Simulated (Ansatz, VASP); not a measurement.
Two plane-wave programs on SnO

```xyz
4
Lattice="3.3308 0.0000 0.0000 -1.6654 2.8846 0.0000 0.0000 0.0000 9.3076" Properties=species:S:1:pos:R:3 pbc="T T T"
Sn    0.0000    1.9230   -0.0618
Sn    1.6654    0.9615    4.5920
O     0.0000    1.9230    3.5521
O     1.6654    0.9615    8.2060
```

Alike in both runs: task single point; functional r2SCAN; k mesh 9 × 9 × 2; no spin polarisation.

|  | VASP | Ansatz |
| --- | --- | --- |
| version | VASP 6.6.1 | Ansatz 0.2.0 |
| potentials or method | VASP PAW PBE potentials, release 64 (Sn_d, O) | plane waves, PAW |
| plane-wave cutoff (eV) | 520 | 500 |
| occupations | gaussian, width 0.01 eV | fixed |
| valence electrons in the cell | 40 | 40 |

Ansatz gave:

| Property | Result |
| --- | --- |
| gap on the k mesh at the Fermi level (eV) | 1.73 |
| pressure (GPa) | -1.9 |
| traceless stress, the component that is largest in VASP (GPa) | 0.56 |
| rms of the force components (eV/Å) | 0.166 |

Estimate VASP's values.

gap on the k mesh at the Fermi level (eV): 1.70; pressure (GPa): -1.5; traceless stress, the component that is largest in VASP (GPa): 0.40; rms of the force components (eV/Å): 0.106.

VASP's potentials were made for PBE, not for r2SCAN. Atom by atom the forces differ by 0.060 eV/Å (rms over components).
